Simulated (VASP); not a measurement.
# HfTi2B6 (Fm-3m) in VASP: notebook, part 2 of 2

VASP 6.6.1. The steps go on from the part before.

## 4. Single point, PBE

This run uses another cell than the first one, of 10.87 Å³/atom, 0.727 times its volume.

INCAR

```
PREC = Accurate
ENCUT = 520
EDIFF = 1E-7
ISMEAR = 0
SIGMA = 0.1
LREAL = False
LASPH = True
NELM = 80
ALGO = Normal
ISIF = 2
LWAVE = False
LCHARG = False
GGA = PE
NBANDS = 36
```

KPOINTS

```
regular mesh
0
Gamma
  4 4 4
```

POSCAR

```
HfTi2B6
1.0
    0.0000000000      3.6566798200      3.6566798200
    3.6566798200      0.0000000000      3.6566798200
    3.6566798200      3.6566798200      0.0000000000
Hf Ti B
1 2 6
Direct
    0.5000000000      0.5000000000      0.5000000000
    0.7500000000      0.7500000000      0.7500000000
    0.2500000000      0.2500000000      0.2500000000
    0.0000000000      0.0000000000      0.5000000000
    0.5000000000      0.5000000000      0.0000000000
    0.0000000000      0.5000000000      0.0000000000
    0.5000000000      0.0000000000      0.0000000000
    0.5000000000      0.0000000000      0.5000000000
    0.0000000000      0.5000000000      0.5000000000
```

Potentials or basis: VASP PAW PBE potentials, release 64 (Hf_pv, Ti_sv, B).

The run is started by

```
$ cat potpaw_PBE.64/Hf_pv/POTCAR potpaw_PBE.64/Ti_sv/POTCAR potpaw_PBE.64/B/POTCAR > POTCAR
$ mpirun -np 1 vasp_std > vasp.out
```

OUTCAR:

```text
PREC = Accurate
   ENCUT = 520
   EDIFF = 1E-7
   ISMEAR = 0
   LREAL = False
   LASPH = True
   NELM = 80
   ISIF = 2
   GGA = PE

 ion  position               nearest neighbor table
   1  0.500  0.500  0.500-   5 2.59   8 2.59   9 2.59   5 2.59   6 2.59   7 2.59   4 2.59   7 2.59
                             8 2.59   4 2.59   6 2.59   9 2.59   2 3.17   3 3.17   3 3.17   2 3.17
   2  0.750  0.750  0.750-   4 1.83   5 1.83   6 1.83   7 1.83   8 1.83   9 1.83   1 3.17   1 3.17
                             1 3.17   1 3.17
   3  0.250  0.250  0.250-   4 1.83   5 1.83   6 1.83   7 1.83   8 1.83   9 1.83   1 3.17   1 3.17
                             1 3.17   1 3.17
   4  0.000  0.000  0.500-   2 1.83   3 1.83   1 2.59   1 2.59
   5  0.500  0.500  0.000-   2 1.83   3 1.83   1 2.59   1 2.59
   6  0.000  0.500  0.000-   2 1.83   3 1.83   1 2.59   1 2.59
   7  0.500  0.000  0.000-   2 1.83   3 1.83   1 2.59   1 2.59
   8  0.500  0.000  0.500-   2 1.83   3 1.83   1 2.59   1 2.59
   9  0.000  0.500  0.500-   2 1.83   3 1.83   1 2.59   1 2.59

  LATTYP: Found a face centered cubic cell.
 ALAT       =     7.3133596400

  Lattice vectors:

 A1 = (   0.0000000000,   3.6566798200,   3.6566798200)
 A2 = (   3.6566798200,   0.0000000000,   3.6566798200)
 A3 = (   3.6566798200,   3.6566798200,   0.0000000000)

Analysis of symmetry for initial positions (statically):
=====================================================================
 Subroutine PRICEL returns:
 Original cell was already a primitive cell.

 Routine SETGRP: Setting up the symmetry group for a
 face centered cubic supercell.

 Subroutine GETGRP returns: Found 48 space group operations
 (whereof 48 operations were pure point group operations)
 out of a pool of 48 trial point group operations.

The static configuration has the point symmetry O_h .

Analysis of symmetry for dynamics (positions and initial velocities):
=====================================================================
 Subroutine PRICEL returns:
 Original cell was already a primitive cell.

 Routine SETGRP: Setting up the symmetry group for a
 face centered cubic supercell.

 Subroutine GETGRP returns: Found 48 space group operations
 (whereof 48 operations were pure point group operations)
 out of a pool of 48 trial point group operations.

The dynamic configuration has the point symmetry O_h .

 Subroutine INISYM returns: Found 48 space group operations
 (whereof 48 operations are pure point group operations),
 and found     1 'primitive' translations

----------------------------------------------------------------------------------------

                                     Primitive cell

  volume of cell :      97.7892

  direct lattice vectors                    reciprocal lattice vectors
     0.000000000  3.656679820  3.656679820    -0.136736062  0.136736062  0.136736062
     3.656679820  0.000000000  3.656679820     0.136736062 -0.136736062  0.136736062
     3.656679820  3.656679820  0.000000000     0.136736062  0.136736062 -0.136736062

[... 55 lines left out ...]
  0.250000  0.000000  0.000000      8.000000
  0.500000  0.000000  0.000000      4.000000
  0.250000  0.250000  0.000000      6.000000
  0.500000  0.250000  0.000000     24.000000
 -0.250000  0.250000  0.000000     12.000000
  0.500000  0.500000  0.000000      3.000000
 -0.250000  0.500000  0.250000      6.000000
   k-points           NKPTS =      8   k-points in BZ     NKDIM =      8   number of bands    NBANDS=     36
   number of dos      NEDOS =    301   number of ions     NIONS =      9
   total plane-waves  NPLWV =  64000
   dimension x,y,z NGX =    40 NGY =   40 NGZ =   40
   dimension x,y,z NGXF=    80 NGYF=   80 NGZF=   80
   ions per type =               1   2   6
   NGX,Y,Z   is equivalent  to a cutoff of  12.86, 12.86, 12.86 a.u.
   NGXF,Y,Z  is equivalent  to a cutoff of  25.72, 25.72, 25.72 a.u.
 SYSTEM =  unknown system
   PREC   = accura    normal or accurate (medium, high low for compatibility)
   ISTART =      0    job   : 0-new  1-cont  2-samecut
   ICHARG =      2    charge: 1-file 2-atom 10-const
   ISPIN  =      1    spin polarized calculation?
   LNONCOLLINEAR =      F non collinear calculations
   LSORBIT =      F    spin-orbit coupling
   LASPH  =      T    aspherical Exc in radial PAW
   ENCUT  =  520.0 eV  38.22 Ry    6.18 a.u.   9.62  9.62  9.62*2*pi/ulx,y,z
   NELM   =     80;   NELMIN=  2; NELMDL= -5     # of ELM steps
   EDIFF  = 0.1E-06   stopping-criterion for ELM
   LREAL  =      F    real-space projection
   EDIFFG = 0.1E-05   stopping-criterion for IOM
   NSW    =      0    number of steps for IOM
   IBRION =     -1    ionic relax: 0-MD 1-quasi-New 2-CG
   NFREE  =      0    steps in history (QN), initial steepest desc. (CG)
   ISIF   =      2    stress and relaxation
   ISYM   =      2    0-nonsym 1-usesym 2-fastsym
   POTIM  = 0.5000    time-step for ionic-motion
   TEBEG  =    0.0;   TEEND  =   0.0 temperature during run
   PSTRESS=    0.0 pullay stress
   NELECT =      52.0000    total number of electrons
   NUPDOWN=      -1.0000    fix difference up-down
   EMIN   =  10.00;   EMAX   =-10.00  energy-range for DOS
   EFERMI =   0.00;   METHOD = LEGACY
   ISMEAR =     0;   SIGMA  =   0.10  broadening in eV -4-tet -1-fermi 0-gaus
   EFERMI_NEDOS =   21; number of points for ismear=-14 and -15
   IALGO  =     38    algorithm
   IMIX   =      4    mixing-type and parameters
     AMIX     =   0.40;   BMIX     =  1.00
     AMIX_MAG =   1.60;   BMIX_MAG =  1.00
  volume/ion in A,a.u.               =      10.87        73.32
  Fermi-wavevector in a.u.,A,eV,Ry     =   1.326312  2.506366 23.934054  1.759103
  Thomas-Fermi vector in A             =   2.455708
   LORBIT       =      0    0 simple, 1 ext, 2 COOP (PROOUT), +10 PAW based schemes
   GGA     = PE    functional components
   LHFCALC =     F    Hartree Fock is set to
   AEXX    =    0.0000 exact exchange contribution
   IVDW    =     0    specifies the selected vdW correction
   LEPSILON=     F    determine dielectric tensor
   LRPA    =     F    only Hartree local field effects (RPA)
 non-spin polarized calculation
 Gauss-broadening in eV      SIGMA  =   0.10
  energy-cutoff  :      520.00
  volume of cell :       97.79
 maximum number of plane-waves:      2685
 NGX is ok and might be reduce to    40
   NGX = 19   NGY = 19   NGZ = 19

 number of electron      51.9999994 magnetization

 Free energy of the ion-electron system (eV)
  ---------------------------------------------------
  ext. energy  EPLUGINS =         0.00000000
  ---------------------------------------------------
  free energy    TOTEN  =       -48.93950800 eV

  energy without entropy =      -48.92387602  energy(sigma->0) =      -48.93169201

 E-fermi :   5.8772     XC(G=0): -11.4170

 val. band max:        5.6401407656   @ k =  -0.2500   0.5000   0.2500
 cond. band min:       5.9576087686   @ k =   0.5000   0.2500   0.0000
 fundamental gap:      0.3174680030
 Fermi energy:         5.8772311030

 k-point     1 :       0.0000    0.0000    0.0000
  band No.  band energies     occupation
      1     -48.3756      2.00000
      2     -48.3688      2.00000
      3     -25.1485      2.00000
      4     -25.1485      2.00000
      5     -25.1485      2.00000
      6     -25.0847      2.00000
[... 301 lines left out ...]
     35      10.9571      0.00000
     36      11.2482      0.00000

------------------------ aborting loop because EDIFF is reached ----------------------------------------

  FORCE on cell =-STRESS in cart. coord.  units (eV):
  Direction    XX          YY          ZZ          XY          YZ          ZX
  --------------------------------------------------------------------------------------
  -------------------------------------------------------------------------------------
  Total       29.3907043     29.3907043     29.3907043     -0.0000000     -0.0000000      0.0000000
  in kB      481.5371240    481.5371240    481.5371240     -0.0000000     -0.0000000      0.0000000
  external PRESSURE =     481.5371240 kB  Pullay stress =       0.0000000 kB

 VOLUME and BASIS-vectors are now :
 -----------------------------------------------------------------------------
  energy-cutoff  :      520.00
  volume of cell :       97.79
      direct lattice vectors                 reciprocal lattice vectors
     0.000000000  3.656679820  3.656679820    -0.136736062  0.136736062  0.136736062
     3.656679820  0.000000000  3.656679820     0.136736062 -0.136736062  0.136736062
     3.656679820  3.656679820  0.000000000     0.136736062  0.136736062 -0.136736062

 POSITION                                       TOTAL-FORCE (eV/Angst)
 -----------------------------------------------------------------------------------
      3.65668      3.65668      3.65668         0.000000      0.000000      0.000000
      5.48502      5.48502      5.48502        -0.000000     -0.000000     -0.000000
      1.82834      1.82834      1.82834        -0.000000     -0.000000     -0.000000
      1.82834      1.82834      0.00000         0.000000      0.000000      0.000000
      1.82834      1.82834      3.65668         0.000000      0.000000      0.000000
      1.82834      0.00000      1.82834         0.000000      0.000000      0.000000
      0.00000      1.82834      1.82834         0.000000      0.000000      0.000000
      1.82834      3.65668      1.82834         0.000000      0.000000      0.000000
      3.65668      1.82834      1.82834         0.000000      0.000000      0.000000
 -----------------------------------------------------------------------------------
    total drift:                               -0.000000     -0.000000      0.000000

  FREE ENERGIE OF THE ION-ELECTRON SYSTEM (eV)
  ---------------------------------------------------
  free  energy   TOTEN  =       -48.9395080018 eV

  energy  without entropy=      -48.9238760188  energy(sigma->0) =      -48.93169201
```

It took 45 s on 1 thread of Intel Xeon Platinum 8375C at 2.90GHz (Ice Lake), shared host; peak memory 0.25 GiB.

What came out:

| Item | Value |
| --- | --- |
| Free energy | -48.9395 eV |
| Pressure | 48.2 GPa |
| Band gap on the k mesh | zero (band 26 reaches 6.11 eV, above the bottom of band 27 at 5.64 eV) |

Levels at points of the mesh, in eV from the Fermi level:
```tsv
k point	band 23	band 24	band 25	band 26	band 27	band 28	band 29	band 30
(0.00, 0.00, 0.00)	-1.84	-0.85	-0.85	-0.85	1.77	1.77	1.77	2.82
(0.50, 0.00, 0.00)	-2.44	-1.03	-1.03	0.12	0.12	1.37	1.68	2.36
(0.50, 0.50, 0.00)	-1.90	-1.43	-1.43	-1.10	0.11	0.11	2.21	2.57
```

Caveat: the k points lie up to 0.37 Å⁻¹ apart; spin-orbit coupling is left out, which moves the levels of the heavy elements.

## 5. The runs side by side

| task | cell | cutoff (eV) | gap on the mesh (eV) | pressure (GPa) |
| --- | --- | --- | --- | --- |
| single point | a = 5.751 Å, angles 60.0°, 9 atoms | 520 | none | -0.3 |
| relaxation of cell and atoms | relaxed from a = 5.171 Å, angles 60.0°, 9 atoms | 600 | none | -0.1 |
| single point | a = 5.171 Å, angles 60.0°, 9 atoms | 520 | none | 48.2 |

Alike in all rows: level PBE; potentials or basis VASP PAW PBE potentials, release 64 (Hf_pv, Ti_sv, B); no spin polarisation; k mesh 4 × 4 × 4; smearing gaussian 0.1 eV.

Caveats: some runs use coarse meshes; spin-orbit coupling is left out, which moves the levels of the heavy elements; the volume moved by over 15 % at a fixed basis, so the end points are rough (some runs).

Total energies depend on the potentials used, so only differences within one code and one set of settings carry meaning.
